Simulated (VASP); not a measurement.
# MgO (I4/mmm) in VASP: notebook

MgO is run at these levels: r2SCAN; tasks: single point.

Program: VASP 6.6.1. These are calculated values, not measurements. Logs are shortened: lines on timing, memory, paths and dates and some standing lists are left out, and cuts for length are marked.

## 1. The cell of the first run

It takes space group I4/mmm (No. 139, tetragonal). Conventional cell: a = 3.020 Å, b = 3.020 Å, c = 3.950 Å, α = 90.00°, β = 90.00°, γ = 90.00°. Mg (site symmetry 4/mmm) has 6 O at 1.98 to 2.14 Å within 2.6 Å. O (site symmetry 4/mmm) has 6 Mg at 1.98 to 2.14 Å within 2.6 Å.

## 2. Single point, r2SCAN (strain -0.0750 x Voigt [1, 0, 0, 0, 0, 0])

File POSCAR:

```
MgO
1.0
    0.0000000000      2.1351500000      2.1351500000
    1.9750137500      0.0000000000      2.1351500000
    1.9750137500      2.1351500000      0.0000000000
Mg O
1 1
Direct
    0.0000000000      0.0000000000      0.0000000000
    0.5000000000      0.5000000000      0.5000000000
```

File INCAR.step1:

```
SYSTEM = MgO
PREC = Accurate
ENCUT = 750
ISMEAR = 0
SIGMA = 0.05
LREAL = .False.
LASPH = .True.
NELM = 120
NBANDS = 15
GGA = PE
ALGO = Normal
EDIFF = 1E-5
LWAVE = .True.
LCHARG = .False.
GGA_COMPAT = .False.
```

File INCAR.step2:

```
SYSTEM = MgO
PREC = Accurate
ENCUT = 750
EDIFF = 1E-6
ISMEAR = 0
SIGMA = 0.05
LREAL = .False.
LASPH = .True.
NELM = 120
ALGO = Normal
ISIF = 2
LWAVE = .False.
LCHARG = .False.
METAGGA = R2SCAN
LMIXTAU = .True.
NBANDS = 15
ISTART = 1
GGA_COMPAT = .False.
```

File KPOINTS:

```
Automatic mesh
0
Gamma
  10 10 10
  0 0 0
```

Potentials or basis: VASP PAW PBE potentials, release 64 (Mg_sv, O).

Launch:

```bash
$ cat potpaw_PBE.64/Mg_sv/POTCAR potpaw_PBE.64/O/POTCAR > POTCAR
$ cp INCAR.step1 INCAR
$ mpirun -np 1 vasp_std > vasp.out
$ cp INCAR.step2 INCAR
$ mpirun -np 1 vasp_std > vasp.out
```

OUTCAR:

```text
SYSTEM = MgO
   PREC = Accurate
   ENCUT = 750
   EDIFF = 1E-6
   ISMEAR = 0
   LREAL = .False.
   LASPH = .True.
   NELM = 120
   ISIF = 2
   METAGGA = R2SCAN
   ISTART = 1

 ion  position               nearest neighbor table
   1  0.000  0.000  0.000-   2 1.98   2 1.98
   2  0.500  0.500  0.500-   1 1.98   1 1.98

  LATTYP: Found a body centered tetragonal cell.
 ALAT       =     3.0195580877
 C/A-ratio  =     1.3081475452

  Lattice vectors:

 A1 = (  -1.9750137500,   0.0000000000,  -2.1351500000)
 A2 = (  -1.9750137500,   0.0000000000,   2.1351500000)
 A3 = (   1.9750137500,   2.1351500000,   0.0000000000)

Analysis of symmetry for initial positions (statically):
=====================================================================
 Subroutine PRICEL returns:
 Original cell was already a primitive cell.

 Routine SETGRP: Setting up the symmetry group for a
 body centered tetragonal supercell.

 Subroutine GETGRP returns: Found 16 space group operations
 (whereof 16 operations were pure point group operations)
 out of a pool of 16 trial point group operations.

The static configuration has the point symmetry D_4h.

Analysis of symmetry for dynamics (positions and initial velocities):
=====================================================================
 Subroutine PRICEL returns:
 Original cell was already a primitive cell.

 Routine SETGRP: Setting up the symmetry group for a
 body centered tetragonal supercell.

 Subroutine GETGRP returns: Found 16 space group operations
 (whereof 16 operations were pure point group operations)
 out of a pool of 16 trial point group operations.

The dynamic configuration has the point symmetry D_4h.

 Subroutine INISYM returns: Found 16 space group operations
 (whereof 16 operations are pure point group operations),
 and found     1 'primitive' translations

----------------------------------------------------------------------------------------

                                     Primitive cell

  volume of cell :      18.0076

  direct lattice vectors                    reciprocal lattice vectors
     0.000000000  2.135150000  2.135150000    -0.253162794  0.234175585  0.234175585
     1.975013750  0.000000000  2.135150000     0.253162794 -0.234175585  0.234175585
     1.975013750  2.135150000  0.000000000     0.253162794  0.234175585 -0.234175585

  length of vectors
     3.019558088  2.908529669  2.908529669     0.416854662  0.416854662  0.416854662

  position of ions in fractional coordinates (direct lattice)
     0.000000000  0.000000000  0.000000000
     0.500000000  0.500000000  0.500000000

  ion indices of the primitive-cell ions
   primitive index   ion index
                 1           1
                 2           2

----------------------------------------------------------------------------------------

 KPOINTS: Automatic mesh

Automatic generation of k-mesh.
 Grid dimensions read from file:
 generate k-points for:   10   10   10

 Generating k-lattice:

  Cartesian coordinates                     Fractional coordinates (reciprocal lattice)
    -0.025316279  0.023417558  0.023417558     0.100000000 -0.000000000 -0.000000000
     0.025316279 -0.023417558  0.023417558     0.000000000  0.100000000  0.000000000
     0.025316279  0.023417558 -0.023417558     0.000000000  0.000000000  0.100000000

  Length of vectors
     0.041685466  0.041685466  0.041685466

  Shift w.r.t. Gamma in fractional coordinates (k-lattice)
     0.000000000  0.000000000  0.000000000

 Subroutine IBZKPT returns following result:
 ===========================================

 Found    102 irreducible k-points:

 Following reciprocal coordinates:
            Coordinates               Weight
  0.000000  0.000000  0.000000      1.000000
  0.100000  0.000000  0.000000      8.000000
  0.200000  0.000000  0.000000      8.000000
  0.300000  0.000000  0.000000      8.000000
  0.400000  0.000000  0.000000      8.000000
  0.500000 -0.000000 -0.000000      4.000000
[... 16 lines left out ...]
  0.300000  0.300000  0.000000      4.000000
[... 46 lines left out ...]
  band No.  band energies     occupation
      1     -72.0378      2.00000
      2     -37.1411      2.00000
      3     -37.1411      2.00000
      4     -37.0976      2.00000
      5     -15.6257      2.00000
      6       2.6349      2.00000
      7       2.8142      2.00000
      8       2.8142      2.00000
      9       8.7324      0.00000
     10      19.6384      0.00000
     11      19.6384      0.00000
     12      20.4781      0.00000
     13      24.1451      0.00000
     14      24.5989      0.00000
     15      27.4429      0.00000

 k-point     2 :       0.1000    0.0000    0.0000
  band No.  band energies     occupation
      1     -72.0369      2.00000
      2     -37.1476      2.00000
      3     -37.1428      2.00000
      4     -37.1015      2.00000
      5     -15.5110      2.00000
      6       2.1049      2.00000
      7       2.6501      2.00000
      8       2.7230      2.00000
      9       9.3427      0.00000
     10      18.6209      0.00000
     11      19.8800      0.00000
     12      20.4777      0.00000
     13      24.1135      0.00000
     14      25.8562      0.00000
     15      26.5753      0.00000

 k-point     3 :       0.2000    0.0000    0.0000
  band No.  band energies     occupation
      1     -72.0345      2.00000
      2     -37.1674      2.00000
      3     -37.1466      2.00000
      4     -37.1081      2.00000
      5     -15.1963      2.00000
      6       0.7695      2.00000
      7       2.4870      2.00000
      8       2.4937      2.00000
      9      10.5497      0.00000
     10      17.1141      0.00000
     11      20.2722      0.00000
     12      21.1516      0.00000
     13      23.7960      0.00000
     14      25.4222      0.00000
     15      27.4756      0.00000
[... 343 lines left out ...]
 k-point    23 :       0.3000    0.3000    0.0000
  band No.  band energies     occupation
      1     -72.0299      2.00000
      2     -37.1964      2.00000
      3     -37.1549      2.00000
      4     -37.1212      2.00000
      5     -14.6477      2.00000
      6      -0.4899      2.00000
      7       1.6653      2.00000
      8       2.0483      2.00000
      9      13.0117      0.00000
     10      14.5101      0.00000
     11      18.4861      0.00000
     12      22.3498      0.00000
     13      23.1000      0.00000
     14      29.0266      0.00000
     15      32.3724      0.00000

 k-point    24 :       0.4000    0.3000    0.0000
  band No.  band energies     occupation
      1     -72.0280      2.00000
      2     -37.2071      2.00000
      3     -37.1595      2.00000
      4     -37.1271      2.00000
      5     -14.3965      2.00000
      6      -0.9536      2.00000
      7       1.3658      2.00000
      8       1.8136      2.00000
      9      13.7744      0.00000
     10      14.3271      0.00000
     11      17.6875      0.00000
     12      22.6716      0.00000
     13      23.7214      0.00000
     14      29.6486      0.00000
     15      31.8836      0.00000

 [... further k-points ...]

------------------------ aborting loop because EDIFF is reached ----------------------------------------

  FORCE on cell =-STRESS in cart. coord.  units (eV):
  Direction    XX          YY          ZZ          XY          YZ          ZX
  --------------------------------------------------------------------------------------
  -------------------------------------------------------------------------------------
  Total        2.6645234     -0.0024068     -0.0024068      0.0000000      0.0000000      0.0000000
  in kB      237.0681542     -0.2141400     -0.2141400      0.0000000      0.0000000      0.0000000
  external PRESSURE =      78.8799581 kB  Pullay stress =       0.0000000 kB

 VOLUME and BASIS-vectors are now :
 -----------------------------------------------------------------------------
  energy-cutoff  :      750.00
  volume of cell :       18.01
      direct lattice vectors                 reciprocal lattice vectors
     0.000000000  2.135150000  2.135150000    -0.253162794  0.234175585  0.234175585
     1.975013750  0.000000000  2.135150000     0.253162794 -0.234175585  0.234175585
     1.975013750  2.135150000  0.000000000     0.253162794  0.234175585 -0.234175585

 POSITION                                       TOTAL-FORCE (eV/Angst)
 -----------------------------------------------------------------------------------
      0.00000      0.00000      0.00000        -0.000000      0.000000     -0.000000
      1.97501      2.13515      2.13515         0.000000     -0.000000      0.000000
 -----------------------------------------------------------------------------------
    total drift:                                0.000000      0.000000      0.000000

  FREE ENERGIE OF THE ION-ELECTRON SYSTEM (eV)
  ---------------------------------------------------
  free  energy   TOTEN  =       -16.0838537480 eV

  energy  without entropy=      -16.0838537480  energy(sigma->0) =      -16.08385375
```

Run time: 2.8 min. Hardware: 1 thread of Intel Xeon Platinum 8259CL at 2.50GHz (Skylake/Cascade Lake), shared host; peak memory 0.19 GiB.

What came out:

* Free energy: -16.0839 eV
* Pressure: 7.9 GPa
* Band gap on the k mesh: 5.92 eV

Levels at points of the mesh, in eV from the valence-band top:
```
           k point  band 4  band 5  band 6  band 7  band 8  band 9  band 10  band 11  band 12  band 13
(0.00, 0.00, 0.00)  -39.91  -18.44   -0.18    0.00    0.00    5.92    16.82    16.82    17.66    21.33
(0.50, 0.00, 0.00)  -39.93  -17.06   -4.81   -0.87   -0.71    8.98    14.17    16.97    18.99    22.94
(0.50, 0.50, 0.00)  -39.95  -16.93   -4.38   -1.57   -1.11   10.40    11.59    14.31    20.55    22.12
(0.00, 0.50, 0.50)  -40.00  -16.73   -4.05   -1.71   -1.71    9.49    11.53    15.38    20.41    20.41
```

Caveat: the cell differs from its parent crystal (strain -0.0750 x Voigt [1, 0, 0, 0, 0, 0]); the cell stands under pressure; the PAW data sets were made with another functional, which shifts forces and pressure a little.

## 3. Single point, r2SCAN (strain +0.1500 x Voigt [1, 0, 0, 0, 0, 0])

File POSCAR:

```
MgO
1.0
    0.0000000000      2.1351500000      2.1351500000
    2.4554225000      0.0000000000      2.1351500000
    2.4554225000      2.1351500000      0.0000000000
Mg O
1 1
Direct
    0.0000000000      0.0000000000      0.0000000000
    0.5000000000      0.5000000000      0.5000000000
```

File INCAR.step1:

```
PREC = Accurate
ENCUT = 750
ISMEAR = 0
SIGMA = 0.05
LREAL = False
LASPH = True
NELM = 120
NBANDS = 15
GGA = PE
ALGO = Normal
EDIFF = 1E-5
LWAVE = True
LCHARG = False
GGA_COMPAT = False
```

File INCAR.step2:

```
PREC = Accurate
ENCUT = 750
EDIFF = 1E-6
ISMEAR = 0
SIGMA = 0.05
LREAL = False
LASPH = True
NELM = 120
ALGO = Normal
ISIF = 2
LWAVE = False
LCHARG = True
METAGGA = R2SCAN
LMIXTAU = True
LELF = True
LVHAR = True
NBANDS = 15
ISTART = 1
GGA_COMPAT = False
```

File KPOINTS:

```
regular mesh
0
Gamma
  10 10 10
```

Potentials or basis: VASP PAW PBE potentials, release 64 (Mg_sv, O).

Launch:

```bash
$ cat potpaw_PBE.64/Mg_sv/POTCAR potpaw_PBE.64/O/POTCAR > POTCAR
$ cp INCAR.step1 INCAR
$ mpirun -np 1 vasp_std > vasp.out
$ cp INCAR.step2 INCAR
$ mpirun -np 1 vasp_std > vasp.out
```

Wall time 1.7 min (1 thread of Intel Xeon 6975P-C (Granite Rapids), shared host); peak memory 0.2 GiB.

It converged, with:

* Free energy: -15.8473 eV
* Pressure: -18.0 GPa
* Band gap on the k mesh: 3.86 eV

Stress tensor (GPa, compression positive):
```
-21.21   0.00   0.00
  0.00 -16.36   0.00
  0.00   0.00 -16.36
```

Levels at points of the mesh, in eV from the valence-band top:
```csv
k point,band 5,band 6,band 7,band 8,band 9,band 10,band 11,band 12
"(0.00, 0.00, 0.00)",-17.53,-0.22,-0.22,0.00,3.86,14.98,16.32,16.32
"(0.50, 0.00, 0.00)",-16.65,-3.99,-0.77,-0.53,7.50,11.55,14.62,17.12
"(0.50, 0.50, 0.00)",-16.40,-3.42,-1.82,-0.96,9.30,9.35,12.88,16.07
"(0.00, 0.50, 0.50)",-16.71,-3.66,-0.96,-0.96,9.39,10.55,11.13,18.83
```

Caveat: the cell differs from its parent crystal (strain +0.1500 x Voigt [1, 0, 0, 0, 0, 0]); the cell stands under tension; the PAW data sets were made with another functional, which shifts forces and pressure a little.

## 4. Single point, r2SCAN (strain +0.1312 x Voigt [1, 0, 0, 0, 0, 0])

File POSCAR:

```
MgO
1.0
    0.0000000000      2.1351500000      2.1351500000
    2.4152816800      0.0000000000      2.1351500000
    2.4152816800      2.1351500000      0.0000000000
Mg O
1 1
Direct
    0.0000000000      0.0000000000      0.0000000000
    0.5000000000      0.5000000000      0.5000000000
```

File INCAR.step1:

```
PREC = Accurate
ENCUT = 750
ISMEAR = 0
SIGMA = 0.05
LREAL = F
LASPH = T
NELM = 120
NBANDS = 15
GGA = PE
ALGO = Normal
EDIFF = 1E-5
LWAVE = T
LCHARG = F
GGA_COMPAT = F
```

File INCAR.step2:

```
PREC = Accurate
ENCUT = 750
EDIFF = 1E-6
ISMEAR = 0
SIGMA = 0.05
LREAL = F
LASPH = T
NELM = 120
ALGO = Normal
ISIF = 2
LWAVE = F
LCHARG = F
METAGGA = R2SCAN
LMIXTAU = T
NBANDS = 15
ISTART = 1
GGA_COMPAT = F
```

File KPOINTS:

```
Automatic mesh
0
Gamma
  10 10 10
```

Launch:

```bash
$ cat potpaw_PBE.64/Mg_sv/POTCAR potpaw_PBE.64/O/POTCAR > POTCAR
$ cp INCAR.step1 INCAR
$ mpirun -np 1 vasp_std > vasp.out
$ cp INCAR.step2 INCAR
$ mpirun -np 1 vasp_std > vasp.out
```

Wall time 2.6 min (1 thread of Intel Xeon Platinum 8488C (Sapphire Rapids), shared host); peak memory 0.2 GiB.

Results (log left out):

```
Free energy            : -15.8943 eV
Pressure               : -17.5 GPa
Band gap on the k mesh : 4.00 eV
```

Stress tensor (GPa, compression positive):
```
-21.24   0.00   0.00
  0.00 -15.58   0.00
  0.00   0.00 -15.58
```

Levels at points of the mesh, in eV from the valence-band top:
```
           k point  band 4  band 5  band 6  band 7  band 8  band 9  band 10  band 11  band 12  band 13
(0.00, 0.00, 0.00)  -40.73  -17.59   -0.21   -0.21    0.00    4.00    15.14    16.32    16.32    19.45
(0.50, 0.00, 0.00)  -40.73  -16.67   -4.04   -0.77   -0.55    7.61    11.76    14.84    17.11    19.85
(0.50, 0.50, 0.00)  -40.76  -16.43   -3.48   -1.78   -1.01    9.39     9.43    12.98    16.45    18.59
(0.00, 0.50, 0.50)  -40.74  -16.71   -3.71   -1.00   -1.00    9.52    10.48    11.42    18.91    18.91
```

Caveat: the cell differs from its parent crystal (strain +0.1312 x Voigt [1, 0, 0, 0, 0, 0]); the cell stands under tension; the PAW data sets were made with another functional, which shifts forces and pressure a little.

## 5. Single point, r2SCAN (strain +0.1125 x Voigt [1, 0, 0, 0, 0, 0])

File POSCAR:

```
MgO
1.0
    0.0000000000      2.1351500000      2.1351500000
    2.3753543750      0.0000000000      2.1351500000
    2.3753543750      2.1351500000      0.0000000000
Mg O
1 1
Direct
    0.0000000000      0.0000000000      0.0000000000
    0.5000000000      0.5000000000      0.5000000000
```

File INCAR.step1:

```
SYSTEM = MgO
PREC     = Accurate       ! precision mode
ENCUT    = 750            ! plane-wave cutoff, eV
ISMEAR   = 0              ! smearing method
SIGMA    = 0.05           ! smearing width, eV
LREAL    = .False.        ! projectors in reciprocal space
LASPH    = .True.         ! aspherical terms in the spheres
NELM     = 120            ! most SCF steps
NBANDS   = 15             ! bands
GGA      = PE             ! functional
ALGO     = Normal         ! electronic algorithm
EDIFF    = 1E-5           ! SCF threshold, eV
LWAVE    = .True.         ! write WAVECAR
LCHARG   = .False.        ! write CHGCAR
GGA_COMPAT= .False.
```

File INCAR.step2:

```
SYSTEM = MgO
PREC     = Accurate       ! precision mode
ENCUT    = 750            ! plane-wave cutoff, eV
EDIFF    = 1E-6           ! SCF threshold, eV
ISMEAR   = 0              ! smearing method
SIGMA    = 0.05           ! smearing width, eV
LREAL    = .False.        ! projectors in reciprocal space
LASPH    = .True.         ! aspherical terms in the spheres
NELM     = 120            ! most SCF steps
ALGO     = Normal         ! electronic algorithm
ISIF     = 2              ! what is computed and relaxed
LWAVE    = .False.        ! write WAVECAR
LCHARG   = .True.         ! write CHGCAR
METAGGA  = R2SCAN         ! meta-GGA
LMIXTAU  = .True.       
LELF     = .True.         ! ELF
LVHAR    = .True.       
NBANDS   = 15             ! bands
ISTART   = 1            
GGA_COMPAT= .False.
```

File KPOINTS:

```
Automatic mesh
0
Gamma
  10 10 10
  0 0 0
```

Launch:

```bash
$ cat potpaw_PBE.64/Mg_sv/POTCAR potpaw_PBE.64/O/POTCAR > POTCAR
$ cp INCAR.step1 INCAR
$ mpirun -np 1 vasp_std > vasp.out
$ cp INCAR.step2 INCAR
$ mpirun -np 1 vasp_std > vasp.out
```

It took 2.2 min on 1 thread of AMD EPYC 9R45 (Zen 5), shared host; peak memory 0.17 GiB.

The run converged. Its results:

| Quantity | Value |
| --- | --- |
| Free energy | -15.9407 eV |
| Pressure | -16.7 GPa |
| Band gap on the k mesh | 4.15 eV |

Stress tensor (GPa, compression positive):
```
-20.78   0.00   0.00
  0.00 -14.72   0.00
  0.00   0.00 -14.72
```

Levels at points of the mesh, in eV from the valence-band top:
```tsv
k point	band 6	band 7	band 8	band 9	band 10	band 11
(0.00, 0.00, 0.00)	-0.19	-0.19	0.00	4.15	15.30	16.34
(0.50, 0.00, 0.00)	-4.10	-0.76	-0.56	7.73	11.96	15.08
(0.50, 0.50, 0.00)	-3.54	-1.73	-1.06	9.44	9.57	13.08
(0.00, 0.50, 0.50)	-3.76	-1.04	-1.04	9.65	10.41	11.72
```

Caveat: the cell differs from its parent crystal (strain +0.1125 x Voigt [1, 0, 0, 0, 0, 0]); the cell stands under tension; the PAW data sets were made with another functional, which shifts forces and pressure a little.

## 6. The runs side by side

```tsv
cell	gap on the mesh (eV)	pressure (GPa)
a = 3.020, b = 2.909, c = 2.909 Å, angles 62.5, 58.7, 58.7°, 2 atoms	5.92	7.9
a = 3.020, b = 3.254, c = 3.254 Å, angles 55.3, 62.4, 62.4°, 2 atoms	3.86	-18.0
a = 3.020, b = 3.224, c = 3.224 Å, angles 55.9, 62.1, 62.1°, 2 atoms	4.00	-17.5
a = 3.020, b = 3.194, c = 3.194 Å, angles 56.4, 61.8, 61.8°, 2 atoms	4.15	-16.7
```

Alike in all rows: task single point; level r2SCAN; potentials or basis VASP PAW PBE potentials, release 64 (Mg_sv, O); no spin polarisation; k mesh 10 × 10 × 10; cutoff (eV) 750; smearing gaussian 0.05 eV.

Caveats: the PAW data sets were made with another functional, which shifts forces and pressure a little; the cell stands under tension (at least some runs); the cell stands under pressure (at least some runs).

Absolute energies hang on the potentials; compare differences alone.
